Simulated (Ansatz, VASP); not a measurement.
## One calculation of GdO, two programs

```
CELL_PARAMETERS angstrom
3.03389 0.00000 0.00000
0.00000 3.03389 0.00000
0.00000 0.00000 3.03389
ATOMIC_POSITIONS crystal
Gd 0.00000 0.00000 0.00000
O 0.50000 0.50000 0.50000
```

Alike in both runs: task single point; functional r2SCAN; k mesh 12 × 12 × 12; occupations gaussian, width 0.05 eV; collinear spin.

|  | VASP | Ansatz |
| --- | --- | --- |
| version | VASP 6.6.1 | Ansatz 0.2.0 |
| potentials or method | VASP PAW PBE potentials, release 64 (Gd, O), cutoff 520 eV | scalar-relativistic, plane waves, PAW |
| valence electrons in the cell | 24 | 24 |

|  | VASP | Ansatz | Ansatz less VASP |
| --- | --- | --- | --- |
| gap on the k mesh at the Fermi level (eV) | none | none | - |
| pressure (GPa) | -3.6 | -3.4 | +0.18 |
| net moment per atom (μB) | 3.85 | 3.86 | +0.013 |
| size of the moment on the site where the two differ most (μB) | 7.15 | 7.29 | +0.141 |

VASP's potentials were made for PBE, not for r2SCAN. Site moments also hang on the region over which each program counts them. A gap of «none» marks a metal or a gap that the smearing closes. With one functional, cell and mesh, what is left measures potentials, basis and numerics. Ansatz's warnings: given moment on shells, stability check not made.

Spin-orbit coupling is off throughout.
